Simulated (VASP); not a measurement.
# Ir (Fd-3m) in VASP: notebook, part 2 of 2

VASP 6.6.1. The steps go on from the part before.

### 6 Relaxation of cell and atoms, PBE, target pressure 40 GPa, at which the enthalpy is minimised

This run uses another cell than the first one, of 18.30 Å³/atom.

File INCAR:

```
SYSTEM = Ir
PREC = Accurate
ENCUT = 500
EDIFF = 1E-7
ISMEAR = 1
SIGMA = 0.1
LREAL = .False.
LASPH = .True.
NELM = 120
ALGO = Normal
ISIF = 3
LWAVE = .False.
LCHARG = .False.
GGA = PE
IBRION = 2
NSW = 50
EDIFFG = -0.02
PSTRESS = 400.0
GGA_COMPAT = .False.
NELMIN = 4
```

File KPOINTS:

```
regular mesh
0
Gamma
  7 7 7
  0 0 0
```

File POSCAR:

```
Ir
1.0
    0.0000000000      2.6350000000      2.6350000000
    2.6350000000      0.0000000000      2.6350000000
    2.6350000000      2.6350000000      0.0000000000
Ir
2
Direct
    1.0000000000      1.0000000000      1.0000000000
    0.2500000000      0.2500000000      0.2500000000
```

Potentials or basis: VASP PAW PBE potentials, release 64 (Ir).

Run with:

```
$ cat potpaw_PBE.64/Ir/POTCAR > POTCAR
$ mpirun -np 1 vasp_std > vasp.out
```

OUTCAR:

```text
SYSTEM = Ir
   PREC = Accurate
   ENCUT = 500
   EDIFF = 1E-7
   ISMEAR = 1
   LREAL = .False.
   LASPH = .True.
   NELM = 120
   ISIF = 3
   GGA = PE
   IBRION = 2
   NSW = 50
   EDIFFG = -0.02
   PSTRESS = 400.0
   NELMIN = 4

 ion  position               nearest neighbor table
   1  0.000  0.000  0.000-   2 2.28   2 2.28   2 2.28   2 2.28
   2  0.250  0.250  0.250-   1 2.28   1 2.28   1 2.28   1 2.28

  LATTYP: Found a face centered cubic cell.
 ALAT       =     5.2700000000

  Lattice vectors:

 A1 = (   0.0000000000,   2.6350000000,   2.6350000000)
 A2 = (   2.6350000000,   0.0000000000,   2.6350000000)
 A3 = (   2.6350000000,   2.6350000000,   0.0000000000)

Analysis of symmetry for initial positions (statically):
=====================================================================
 Subroutine PRICEL returns:
 Original cell was already a primitive cell.

 Routine SETGRP: Setting up the symmetry group for a
 face centered cubic supercell.

 Subroutine GETGRP returns: Found 48 space group operations
 (whereof 24 operations were pure point group operations)
 out of a pool of 48 trial point group operations.

The static configuration has the point symmetry T_d .
 The point group associated with its full space group is O_h .

Analysis of symmetry for dynamics (positions and initial velocities):
=====================================================================
 Subroutine PRICEL returns:
 Original cell was already a primitive cell.

 Routine SETGRP: Setting up the symmetry group for a
 face centered cubic supercell.

 Subroutine GETGRP returns: Found 48 space group operations
 (whereof 24 operations were pure point group operations)
 out of a pool of 48 trial point group operations.

The dynamic configuration has the point symmetry T_d .
 The point group associated with its full space group is O_h .

 Subroutine INISYM returns: Found 48 space group operations
 (whereof 24 operations are pure point group operations),
 and found     1 'primitive' translations

----------------------------------------------------------------------------------------

                                     Primitive cell

  volume of cell :      36.5908

  direct lattice vectors                    reciprocal lattice vectors
     0.000000000  2.635000000  2.635000000    -0.189753321  0.189753321  0.189753321
     2.635000000  0.000000000  2.635000000     0.189753321 -0.189753321  0.189753321
     2.635000000  2.635000000  0.000000000     0.189753321  0.189753321 -0.189753321

  length of vectors
     3.726452737  3.726452737  3.726452737     0.328662392  0.328662392  0.328662392

  position of ions in fractional coordinates (direct lattice)
     0.000000000  0.000000000  0.000000000
     0.250000000  0.250000000  0.250000000

  ion indices of the primitive-cell ions
   primitive index   ion index
                 1           1
                 2           2

----------------------------------------------------------------------------------------

 KPOINTS: regular mesh

Automatic generation of k-mesh.
 Grid dimensions read from file:
 generate k-points for:    7    7    7

 Generating k-lattice:

  Cartesian coordinates                     Fractional coordinates (reciprocal lattice)
    -0.027107617  0.027107617  0.027107617     0.142857143  0.000000000  0.000000000
     0.027107617 -0.027107617  0.027107617     0.000000000  0.142857143  0.000000000
     0.027107617  0.027107617 -0.027107617     0.000000000  0.000000000  0.142857143

  Length of vectors
     0.046951770  0.046951770  0.046951770

  Shift w.r.t. Gamma in fractional coordinates (k-lattice)
     0.000000000  0.000000000  0.000000000

 Subroutine IBZKPT returns following result:
 ===========================================

 Found     20 irreducible k-points:

 Following reciprocal coordinates:
            Coordinates               Weight
  0.000000  0.000000  0.000000      1.000000
  0.142857  0.000000  0.000000      8.000000
  0.285714  0.000000  0.000000      8.000000
  0.428571  0.000000  0.000000      8.000000
  0.142857  0.142857  0.000000      6.000000
  0.285714  0.142857  0.000000     24.000000
[... 12 lines left out ...]
 -0.428571  0.428571  0.142857     24.000000
 -0.285714  0.428571  0.142857     24.000000
   k-points           NKPTS =     20   k-points in BZ     NKDIM =     20   number of bands    NBANDS=     13
   number of dos      NEDOS =    301   number of ions     NIONS =      2
   total plane-waves  NPLWV =  21952
   dimension x,y,z NGX =    28 NGY =   28 NGZ =   28
   dimension x,y,z NGXF=    56 NGYF=   56 NGZF=   56
   ions per type =               2
   NGX,Y,Z   is equivalent  to a cutoff of  12.49, 12.49, 12.49 a.u.
   NGXF,Y,Z  is equivalent  to a cutoff of  24.98, 24.98, 24.98 a.u.
 SYSTEM =  Ir
   PREC   = accura    normal or accurate (medium, high low for compatibility)
   ISTART =      0    job   : 0-new  1-cont  2-samecut
   ICHARG =      2    charge: 1-file 2-atom 10-const
   ISPIN  =      1    spin polarized calculation?
   LNONCOLLINEAR =      F non collinear calculations
   LSORBIT =      F    spin-orbit coupling
   LASPH  =      T    aspherical Exc in radial PAW
   ENCUT  =  500.0 eV  36.75 Ry    6.06 a.u.   6.79  6.79  6.79*2*pi/ulx,y,z
   NELM   =    120;   NELMIN=  4; NELMDL= -5     # of ELM steps
   EDIFF  = 0.1E-06   stopping-criterion for ELM
   LREAL  =      F    real-space projection
   EDIFFG = -.2E-01   stopping-criterion for IOM
   NSW    =     50    number of steps for IOM
   IBRION =      2    ionic relax: 0-MD 1-quasi-New 2-CG
   NFREE  =      1    steps in history (QN), initial steepest desc. (CG)
   ISIF   =      3    stress and relaxation
   ISYM   =      2    0-nonsym 1-usesym 2-fastsym
   POTIM  = 0.5000    time-step for ionic-motion
   TEBEG  =    0.0;   TEEND  =   0.0 temperature during run
   PSTRESS=  400.0 pullay stress
   NELECT =      18.0000    total number of electrons
   NUPDOWN=      -1.0000    fix difference up-down
   EMIN   =  10.00;   EMAX   =-10.00  energy-range for DOS
   EFERMI =   0.00;   METHOD = LEGACY
   ISMEAR =     1;   SIGMA  =   0.10  broadening in eV -4-tet -1-fermi 0-gaus
   EFERMI_NEDOS =   21; number of points for ismear=-14 and -15
   IALGO  =     38    algorithm
   IMIX   =      4    mixing-type and parameters
     AMIX     =   0.40;   BMIX     =  1.00
     AMIX_MAG =   1.60;   BMIX_MAG =  1.00
  volume/ion in A,a.u.               =      18.30       123.46
  Fermi-wavevector in a.u.,A,eV,Ry     =   1.292335  2.442159 22.723489  1.670129
  Thomas-Fermi vector in A             =   2.424049
   LORBIT       =      0    0 simple, 1 ext, 2 COOP (PROOUT), +10 PAW based schemes
   GGA     = PE    functional components
   LHFCALC =     F    Hartree Fock is set to
   AEXX    =    0.0000 exact exchange contribution
   IVDW    =     0    specifies the selected vdW correction
   LEPSILON=     F    determine dielectric tensor
   LRPA    =     F    only Hartree local field effects (RPA)
 conjugate gradient relaxation of ions
 non-spin polarized calculation
 Methfessel and Paxton  Order N= 1 SIGMA  =   0.10
  energy-cutoff  :      500.00
  volume of cell :       36.59
 maximum number of plane-waves:       950
   NGX = 13   NGY = 13   NGZ = 13

--------------------------------------- Ionic step        1  -------------------------------------------

 number of electron      18.0000001 magnetization

 Free energy of the ion-electron system (eV)
  ---------------------------------------------------
  ext. energy  EPLUGINS =         0.00000000
  ---------------------------------------------------
  free energy    TOTEN  =       -14.94705460 eV

  energy without entropy =      -14.94622852  energy(sigma->0) =      -14.94677924

------------------------ aborting loop because EDIFF is reached ----------------------------------------

  FORCE on cell =-STRESS in cart. coord.  units (eV):
  Direction    XX          YY          ZZ          XY          YZ          ZX
  --------------------------------------------------------------------------------------
  -------------------------------------------------------------------------------------
  Total       10.0380831     10.0380831     10.0380831      0.0000000      0.0000000      0.0000000
  in kB      439.5310034    439.5310034    439.5310034      0.0000000      0.0000000      0.0000000
  external PRESSURE =      39.5310034 kB  Pullay stress =     400.0000000 kB
[... 61 lines left out ...]
  enthalpy is  TOTEN    =        -5.7034731791 eV   P V=        9.7451779800

--------------------------------------- Ionic step        3  -------------------------------------------

 number of electron      18.0000001 magnetization

 Free energy of the ion-electron system (eV)
  ---------------------------------------------------
  ext. energy  EPLUGINS =         0.00000000
  ---------------------------------------------------
  free energy    TOTEN  =       -15.05530093 eV

  energy without entropy =      -15.05460897  energy(sigma->0) =      -15.05507028

 E-fermi :   7.2338     XC(G=0): -11.9952

 val. band max:        7.1429491907   @ k =   0.4286   0.2857   0.0000
 cond. band min:       7.2593387821   @ k =  -0.2857   0.2857   0.0000
 fundamental gap:      0.1163895914
 Fermi energy:         7.2338224823

 k-point     1 :       0.0000    0.0000    0.0000
  band No.  band energies     occupation
      1      -1.9844      2.00000
      2       0.9704      2.00000
      3       0.9704      2.00000
      4       1.6690      2.00000
      5       1.6690      2.00000
      6       1.6690      2.00000
      7       5.0791      2.00000
      8       5.0791      2.00000
      9       5.0791      2.00000
     10       8.3256     -0.00000
     11       8.3256     -0.00000
     12      18.5907      0.00000
     13      18.7164      0.00000
[... 331 lines left out ...]
  FREE ENERGIE OF THE ION-ELECTRON SYSTEM (eV)
  ---------------------------------------------------
  free  energy   TOTEN  =       -15.0553009300 eV

  energy  without entropy=      -15.0546089685  energy(sigma->0) =      -15.05507028

  enthalpy is  TOTEN    =        -5.8166917987 eV   P V=        9.2386091313

 reached required accuracy - stopping structural energy minimisation
```

OSZICAR:

```text
N       E                     dE             d eps       ncg     rms          rms(c)
DAV:   1     0.158364158375E+03    0.15836E+03   -0.79852E+03   520   0.128E+03
DAV:   2    -0.798344012578E+01   -0.16635E+03   -0.15382E+03   525   0.362E+02
DAV:   3    -0.156431912171E+02   -0.76598E+01   -0.74129E+01   654   0.843E+01
[... 28 lines left out ...]
DAV:   6    -0.150552987570E+02   -0.68734E-04   -0.11689E-04   651   0.990E-02    0.162E-02
DAV:   7    -0.150553006228E+02   -0.18658E-05   -0.45056E-06   655   0.236E-02    0.340E-03
DAV:   8    -0.150553008060E+02   -0.18320E-06   -0.30676E-07   588   0.560E-03    0.912E-04
DAV:   9    -0.150553009307E+02   -0.12470E-06   -0.12730E-08   295   0.118E-03    0.329E-04
DAV:  10    -0.150553009300E+02    0.71600E-09   -0.17547E-09   285   0.439E-04
   3 F= -.58166918E+01 E0= -.58164611E+01  d E =-.490458E-02
```

Wall time 27 s (1 thread of Intel Xeon Platinum 8259CL at 2.50GHz (Skylake/Cascade Lake), shared host); peak memory 0.16 GiB.

What came out:

```yaml
Free_energy: -15.0553 eV
Relaxed_volume: 18.50 Å³/atom
Relaxed_cell: a = 3.740 Å, b = 3.740 Å, c = 3.740 Å, α = 60.00°, β = 60.00°, γ = 60.00°
Space_group_after_relaxing_to_0.1_Å: Fd-3m (No. 227)
Energy_change_on_relaxing_the_run_minimises_the_enthalpy: -54.1 meV/atom
Ionic_steps: 3
Pressure_after_relaxing: 39.9 GPa
Band_gap_on_the_k_mesh: zero (bands 9 and 10 overlap by 1.61 eV)
```

Step by step:
```
step  energy change (eV)  largest force (eV/Å)  pressure (GPa)  volume (Å³)
   1              0.0000                0.0000           43.95        36.59
   2             -0.5016                0.0000           22.99        39.03
   3             -0.1082                0.0000           39.91        37.00
```

Final structure:
```
CELL_PARAMETERS angstrom
0.00000 2.64490 2.64490
2.64490 0.00000 2.64490
2.64490 2.64490 0.00000
ATOMIC_POSITIONS crystal
Ir 0.00000 0.00000 0.00000
Ir 0.25000 0.25000 0.25000
```

Caveat: the cell is relaxed towards a set pressure, so the run minimises the enthalpy, not the energy; spin-orbit coupling is left out, which moves the levels of the heavy elements.

### 7 Relaxation of cell and atoms, PBE, target pressure 60 GPa, at which the enthalpy is minimised

This run uses another cell than the first one, of 18.30 Å³/atom.

File INCAR:

```
PREC     = Accurate       # precision mode
ENCUT    = 500            # plane-wave cutoff, eV
EDIFF    = 1E-7           # SCF threshold, eV
ISMEAR   = 1              # smearing method
SIGMA    = 0.1            # smearing width, eV
LREAL    = False          # projectors in reciprocal space
LASPH    = True           # aspherical terms in the spheres
NELM     = 120            # most SCF steps
ALGO     = Normal         # electronic algorithm
ISIF     = 3              # what is computed and relaxed
LWAVE    = False          # write WAVECAR
LCHARG   = False          # write CHGCAR
GGA      = PE             # functional
IBRION   = 2              # ionic algorithm
NSW      = 50             # ionic steps
EDIFFG   = -0.02          # ionic threshold
PSTRESS  = 600.0        
GGA_COMPAT= False        
NELMIN   = 4
```

File KPOINTS:

```
Automatic mesh
0
Gamma
  7 7 7
```

POSCAR is that of step 6.

Potentials or basis: VASP PAW PBE potentials, release 64 (Ir).

Run with:

```
$ cat potpaw_PBE.64/Ir/POTCAR > POTCAR
$ mpirun -np 1 vasp_std > vasp.out
```

OUTCAR:

```text
PREC = Accurate
   ENCUT = 500
   EDIFF = 1E-7
   ISMEAR = 1
   LREAL = False
   LASPH = True
   NELM = 120
   ISIF = 3
   GGA = PE
   IBRION = 2
   NSW = 50
   EDIFFG = -0.02
   PSTRESS = 600.0
   NELMIN = 4

 ion  position               nearest neighbor table
   1  0.000  0.000  0.000-   2 2.28   2 2.28   2 2.28   2 2.28
   2  0.250  0.250  0.250-   1 2.28   1 2.28   1 2.28   1 2.28

  LATTYP: Found a face centered cubic cell.
 ALAT       =     5.2700000000

  Lattice vectors:

 A1 = (   0.0000000000,   2.6350000000,   2.6350000000)
 A2 = (   2.6350000000,   0.0000000000,   2.6350000000)
 A3 = (   2.6350000000,   2.6350000000,   0.0000000000)

Analysis of symmetry for initial positions (statically):
=====================================================================
 Subroutine PRICEL returns:
 Original cell was already a primitive cell.
[... 218 lines left out ...]
      2       2.6920      2.00000
      3       2.6920      2.00000
      4       4.3845      2.00000
      5       4.3845      2.00000
      6       4.3845      2.00000
      7       8.8785      2.00000
      8       8.8785      2.00000
      9       8.8785      2.00000
     10      13.9133      0.00000
     11      13.9133      0.00000
     12      23.4347      0.00000
     13      25.1570      0.00000
[... 415 lines left out ...]
--------------------------------------- Ionic step        5  -------------------------------------------

 number of electron      17.9999998 magnetization

 Free energy of the ion-electron system (eV)
  ---------------------------------------------------
  ext. energy  EPLUGINS =         0.00000000
  ---------------------------------------------------
  free energy    TOTEN  =       -14.48124266 eV

  energy without entropy =      -14.47952719  energy(sigma->0) =      -14.48067084

 E-fermi :   7.9354     XC(G=0): -12.2846

 val. band max:        7.8761247780   @ k =   0.4286   0.2857   0.0000
 cond. band min:       7.9435100457   @ k =  -0.4286   0.2857   0.0000
 fundamental gap:      0.0673852676
 Fermi energy:         7.9353651550

 k-point     1 :       0.0000    0.0000    0.0000
  band No.  band energies     occupation
      1      -1.6726      2.00000
      2       1.2529      2.00000
      3       1.2529      2.00000
      4       2.0842      2.00000
      5       2.0842      2.00000
      6       2.0842      2.00000
      7       5.6769      2.00000
      8       5.6769      2.00000
      9       5.6769      2.00000
     10       9.1988     -0.00000
     11       9.1988     -0.00000
     12      19.4301      0.00000
     13      19.7143      0.00000
[... 335 lines left out ...]
  energy  without entropy=      -14.4795271909  energy(sigma->0) =      -14.48067084

  enthalpy is  TOTEN    =        -1.3189456832 eV   P V=       13.1622969774

 reached required accuracy - stopping structural energy minimisation
```

It took 44 s on 1 thread of Intel Xeon Platinum 8259CL at 2.50GHz (Skylake/Cascade Lake), shared host; peak memory 0.16 GiB.

Results:

* Free energy: -14.4812 eV
* Relaxed volume: 17.57 Å³/atom
* Relaxed cell: a = 3.677 Å, b = 3.677 Å, c = 3.677 Å, α = 60.00°, β = 60.00°, γ = 60.00°
* Space group after relaxing (to 0.1 Å): Fd-3m (No. 227)
* Energy change on relaxing (the run minimises the enthalpy): +232.9 meV/atom
* Ionic steps: 5
* Pressure after relaxing: 60.0 GPa
* Band gap on the k mesh: zero (bands 9 and 10 overlap by 1.66 eV)

The path:
```tsv
step	energy change (eV)	largest force (eV/Å)	pressure (GPa)	volume (Å³)
1	0.0000	0.0000	43.95	36.59
2	6.2791	0.0000	217.18	27.72
3	0.4022	0.0000	57.91	35.32
4	0.4523	0.0000	59.56	35.18
5	0.4658	0.0000	60.00	35.15
```

Final structure:
```
Ir
1.0
     0.00000    2.59988    2.59988
     2.59988    0.00000    2.59988
     2.59988    2.59988    0.00000
Ir
2
Direct
  0.00000 0.00000 0.00000
  0.25000 0.25000 0.25000
```

Levels at points of the mesh, in eV from the Fermi level:
| k point | band 5 | band 6 | band 7 | band 8 | band 9 | band 10 | band 11 | band 12 | band 13 |
| --- | --- | --- | --- | --- | --- | --- | --- | --- | --- |
| (0.00, 0.00, 0.00) | -5.85 | -5.85 | -2.26 | -2.26 | -2.26 | 1.26 | 1.26 | 11.49 | 11.78 |

Caveat: the cell is relaxed towards a set pressure, so the run minimises the enthalpy, not the energy; spin-orbit coupling is left out, which moves the levels of the heavy elements.

### 8 Summary

```tsv
task	cell	gap on the mesh (eV)	pressure (GPa)
single point	a = 3.826 Å, angles 60.0°, 2 atoms	none	19.0
single point	a = 3.938 Å, angles 60.0°, 2 atoms	none	-0.4
relaxation of cell and atoms	relaxed from a = 3.726 Å, angles 60.0°, 2 atoms	none	0.0
relaxation of cell and atoms	relaxed to 20 GPa from a = 3.726 Å, angles 60.0°, 2 atoms	none	20.2
relaxation of cell and atoms	relaxed to 40 GPa from a = 3.726 Å, angles 60.0°, 2 atoms	none	39.9
relaxation of cell and atoms	relaxed to 60 GPa from a = 3.726 Å, angles 60.0°, 2 atoms	none	60.0
```

Alike in all rows: level PBE; potentials or basis VASP PAW PBE potentials, release 64 (Ir); no spin polarisation; k mesh 7 × 7 × 7; cutoff (eV) 500; smearing methfessel-paxton 0.1 eV.

Caveats: spin-orbit coupling is left out, which moves the levels of the heavy elements; the cell is relaxed towards a set pressure, so the run minimises the enthalpy, not the energy (at least some runs); the cell stands under pressure (at least some runs); the volume moved by over 15 % at a fixed basis, so the end points are rough (at least some runs).

Absolute energies hang on the potentials; compare differences alone.

The gap in the log of VASP goes by the Fermi energy; the results here count the filled bands.